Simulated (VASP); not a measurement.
# AgI2 (P-4m2) in VASP: notebook, part 2 of 4

VASP 6.6.1. The steps go on from the part before.

## Step 3: Relaxation of cell and atoms, PBEsol

This run uses another cell than the first one, of 38.91 Å³/atom, 1.144 times its volume.

INCAR

```
SYSTEM = AgI2
PREC = Accurate
ENCUT = 600
EDIFF = 1E-6
ISMEAR = 0
SIGMA = 0.1
LREAL = .FALSE.
LASPH = .TRUE.
NELM = 100
ALGO = Normal
ISIF = 3
LWAVE = .FALSE.
LCHARG = .FALSE.
GGA = PS
IBRION = 2
NSW = 100
EDIFFG = -0.005
```

KPOINTS

```
Automatic mesh
0
G
  10 10 8
  0 0 0
```

POSCAR

```
AgI2
1.0
    4.2857280000      0.0000000000      0.0000000000
    0.0000000000      4.2857280000      0.0000000000
    0.0000000000      0.0000000000      6.3547810000
Ag I
1 2
Direct
    0.0000000000      0.0000000000      0.5000000000
    0.5000000000      0.0000000000      0.7777620000
    0.0000000000      0.5000000000      0.2222380000
```

Potentials or basis: VASP PAW PBE potentials, release 64 (Ag, I).

On the command line:

```sh
$ cat potpaw_PBE.64/Ag/POTCAR potpaw_PBE.64/I/POTCAR > POTCAR
$ mpirun -np 1 vasp_std > vasp.out
```

OUTCAR:

```text
SYSTEM = AgI2
   PREC = Accurate
   ENCUT = 600
   EDIFF = 1E-6
   ISMEAR = 0
   LREAL = .FALSE.
   LASPH = .TRUE.
   NELM = 100
   ISIF = 3
   GGA = PS
   IBRION = 2
   NSW = 100
   EDIFFG = -0.005

 ion  position               nearest neighbor table
   1  0.000  0.000  0.500-   2 2.78   3 2.78   3 2.78   2 2.78
   2  0.500  0.000  0.778-   1 2.78   1 2.78
   3  0.000  0.500  0.222-   1 2.78   1 2.78

  LATTYP: Found a simple tetragonal cell.
 ALAT       =     4.2857280000
 C/A-ratio  =     1.4827774884

  Lattice vectors:

 A1 = (   4.2857280000,   0.0000000000,   0.0000000000)
 A2 = (   0.0000000000,   4.2857280000,   0.0000000000)
 A3 = (   0.0000000000,   0.0000000000,   6.3547810000)

Analysis of symmetry for initial positions (statically):
=====================================================================
 Subroutine PRICEL returns:
 Original cell was already a primitive cell.

 Routine SETGRP: Setting up the symmetry group for a
 simple tetragonal supercell.

 Subroutine GETGRP returns: Found  8 space group operations
 (whereof  8 operations were pure point group operations)
 out of a pool of 16 trial point group operations.

The static configuration has the point symmetry D_2d.

Analysis of symmetry for dynamics (positions and initial velocities):
=====================================================================
 Subroutine PRICEL returns:
 Original cell was already a primitive cell.

 Routine SETGRP: Setting up the symmetry group for a
 simple tetragonal supercell.

 Subroutine GETGRP returns: Found  8 space group operations
 (whereof  8 operations were pure point group operations)
 out of a pool of 16 trial point group operations.

[... 136 lines left out ...]
  energy-cutoff  :      600.00
  volume of cell :      116.72
 maximum number of plane-waves:      3921
 NGX is ok and might be reduce to    36
   NGX = 17   NGY = 17   NGZ = 25

--------------------------------------- Ionic step        1  -------------------------------------------

 number of electron      24.9999997 magnetization

 Free energy of the ion-electron system (eV)
  ---------------------------------------------------
  ext. energy  EPLUGINS =         0.00000000
  ---------------------------------------------------
  free energy    TOTEN  =        -6.78431848 eV

  energy without entropy =       -6.76400544  energy(sigma->0) =       -6.77416196

------------------------ aborting loop because EDIFF is reached ----------------------------------------

  FORCE on cell =-STRESS in cart. coord.  units (eV):
  Direction    XX          YY          ZZ          XY          YZ          ZX
  --------------------------------------------------------------------------------------
  -------------------------------------------------------------------------------------
  Total       -1.6018594     -1.6018594     -1.6522721      0.0000000      0.0000000      0.0000000
  in kB      -21.9879718    -21.9879718    -22.6799631      0.0000000      0.0000000      0.0000000
  external PRESSURE =     -22.2186355 kB  Pullay stress =       0.0000000 kB
[... 92 lines left out ...]
  FREE ENERGIE OF THE ION-ELECTRON SYSTEM (eV)
  ---------------------------------------------------
  free  energy   TOTEN  =        -6.8554282346 eV

  energy  without entropy=       -6.8381840051  energy(sigma->0) =       -6.84680612

[... ionic steps 4 to 17 ...]

--------------------------------------- Ionic step       18  -------------------------------------------

 number of electron      24.9999998 magnetization

------------------------ aborting loop because EDIFF is reached ----------------------------------------
[... 69 lines left out ...]
--------------------------------------- Ionic step       20  -------------------------------------------

 number of electron      24.9999998 magnetization

 Free energy of the ion-electron system (eV)
  ---------------------------------------------------
  ext. energy  EPLUGINS =         0.00000000
  ---------------------------------------------------
  free energy    TOTEN  =        -6.88016283 eV

  energy without entropy =       -6.86387558  energy(sigma->0) =       -6.87201920

 E-fermi :   3.2570     XC(G=0):  -8.9563

 val. band max:        3.2555969790   @ k =   0.1000   0.0000   0.3750
 cond. band min:       3.2592513927   @ k =   0.4000   0.0000   0.3750
 fundamental gap:      0.0036544137
 Fermi energy:         3.2569721566

 k-point     1 :       0.0000    0.0000    0.0000
  band No.  band energies     occupation
      1      -9.4438      2.00000
      2      -8.6049      2.00000
      3      -1.0574      2.00000
      4      -0.9447      2.00000
      5      -0.9447      2.00000
      6      -0.6348      2.00000
[... 433 lines left out ...]
      3      -1.1831      2.00000
      4      -0.9312      2.00000
      5      -0.7062      2.00000
      6      -0.5267      2.00000
[... 8 lines left out ...]
     15       8.5878      0.00000
     16       9.8293      0.00000

 [... further k-points ...]
[... 5 lines left out ...]
  --------------------------------------------------------------------------------------
  -------------------------------------------------------------------------------------
  Total       -0.0028871     -0.0028871      0.0002910      0.0000000     -0.0000000      0.0000000
  in kB       -0.0452894     -0.0452894      0.0045653      0.0000000     -0.0000000      0.0000000
  external PRESSURE =      -0.0286712 kB  Pullay stress =       0.0000000 kB
[... 18 lines left out ...]
  FREE ENERGIE OF THE ION-ELECTRON SYSTEM (eV)
  ---------------------------------------------------
  free  energy   TOTEN  =        -6.8801628300 eV

  energy  without entropy=       -6.8638755751  energy(sigma->0) =       -6.87201920

 reached required accuracy - stopping structural energy minimisation
```

OSZICAR:

```text
N       E                     dE             d eps       ncg     rms          rms(c)
DAV:   1     0.148988955987E+03    0.14899E+03   -0.11124E+04  3360   0.143E+03
DAV:   2     0.215277223187E+00   -0.14877E+03   -0.14691E+03  4216   0.241E+02
[... 159 lines left out ...]
  19 F= -.68801525E+01 E0= -.68720043E+01  d E =-.188032E-04
       N       E                     dE             d eps       ncg     rms          rms(c)
DAV:   1    -0.688025502991E+01   -0.10255E-03   -0.51759E-03  3360   0.562E-01    0.690E-02
DAV:   2    -0.688018021928E+01    0.74811E-04   -0.29596E-04  4016   0.223E-01    0.270E-02
DAV:   3    -0.688016704928E+01    0.13170E-04   -0.20166E-05  3984   0.479E-02    0.135E-02
DAV:   4    -0.688016279741E+01    0.42519E-05   -0.14520E-05  3928   0.263E-02    0.747E-03
DAV:   5    -0.688016283004E+01   -0.32624E-07   -0.57449E-07  1840   0.847E-03
  20 F= -.68801628E+01 E0= -.68720192E+01  d E =-.291161E-04
```

Wall time 28 min (1 thread of Intel Xeon Platinum 8259CL at 2.50GHz (Skylake/Cascade Lake), shared host); peak memory 0.47 GiB.

Results:

| Item | Value |
| --- | --- |
| Free energy | -6.8802 eV |
| Relaxed volume | 34.05 Å³/atom |
| Relaxed cell | a = 4.062 Å, b = 4.062 Å, c = 6.189 Å, α = 90.00°, β = 90.00°, γ = 90.00° |
| Space group after relaxing (to 0.05 Å) | P-4m2 (No. 115) |
| Energy gained by relaxing | 31.9 meV/atom |
| Ionic steps | 20 |
| Pressure after relaxing | 0.0 GPa |

Step by step:
| step | energy change (eV) | largest force (eV/Å) | pressure (GPa) | volume (Å³) |
| --- | --- | --- | --- | --- |
| 1 | 0.0000 | 0.2520 | -2.22 | 116.72 |
| 2 | -0.0711 | 0.1933 | -0.09 | 107.84 |
| 3 | -0.0711 | 0.1926 | -0.09 | 107.85 |
| 4 | -0.0760 | 0.1763 | -0.09 | 107.21 |
| 5 | -0.0876 | 0.1229 | -0.05 | 105.27 |
| 6 | -0.0944 | 0.0081 | 0.09 | 101.42 |
| 7 | -0.0950 | 0.0257 | 0.05 | 102.33 |
| 8 | -0.0950 | 0.0217 | 0.06 | 102.22 |
| 9 | -0.0951 | 0.0090 | -0.09 | 102.65 |
| 10 | -0.0951 | 0.0040 | -0.04 | 102.46 |
| 11 | -0.0953 | 0.0062 | -0.04 | 102.41 |
| 12 | -0.0957 | 0.0129 | 0.02 | 102.25 |
| 13 | -0.0958 | 0.0151 | 0.02 | 102.18 |
| 14 | -0.0958 | 0.0169 | 0.04 | 102.12 |
| 15 | -0.0958 | 0.0164 | 0.04 | 102.15 |
| 16 | -0.0957 | 0.0093 | -0.06 | 102.40 |
| 17 | -0.0958 | 0.0076 | -0.02 | 102.23 |
| 18 | -0.0958 | 0.0083 | -0.01 | 102.22 |
| 19 | -0.0958 | 0.0051 | 0.00 | 102.18 |
| 20 | -0.0958 | 0.0013 | 0.00 | 102.14 |

Final structure:
```xyz
3
Lattice="4.0624 0.0000 0.0000 0.0000 4.0624 0.0000 0.0000 0.0000 6.1888" Properties=species:S:1:pos:R:3 pbc="T T T"
Ag    0.0000    0.0000    3.0944
I     2.0312    0.0000    4.8927
I     0.0000    2.0312    1.2961
```

Levels at points of the mesh, in eV from the Fermi level:
```tsv
k point	band 9	band 10	band 11	band 12	band 13	band 14	band 15	band 16
(0.00, 0.00, 0.00)	-1.32	-1.32	-0.07	0.61	0.61	3.04	4.91	5.82
(0.50, 0.00, 0.00)	-2.14	-1.73	-1.50	-0.14	-0.13	5.29	6.04	6.26
(0.50, 0.50, 0.00)	-2.10	-1.87	-1.26	-1.19	-1.19	3.44	4.15	4.15
(0.00, 0.00, 0.50)	-1.28	-0.63	-0.63	-0.22	-0.22	5.00	5.04	6.27
(0.50, 0.00, 0.50)	-3.15	-0.45	-0.18	-0.15	-0.04	3.47	5.06	7.23
(0.50, 0.50, 0.50)	-2.61	-2.39	-1.57	-1.57	-1.03	5.74	6.01	6.01
```

Caveat: the PAW data sets were made with another functional, which shifts forces and pressure a little; spin-orbit coupling is left out, which moves the levels of the heavy elements; an odd number of electrons without spin polarisation forces a metal; a magnetic or distorted state may lie lower.

[end of part 2 of 4]
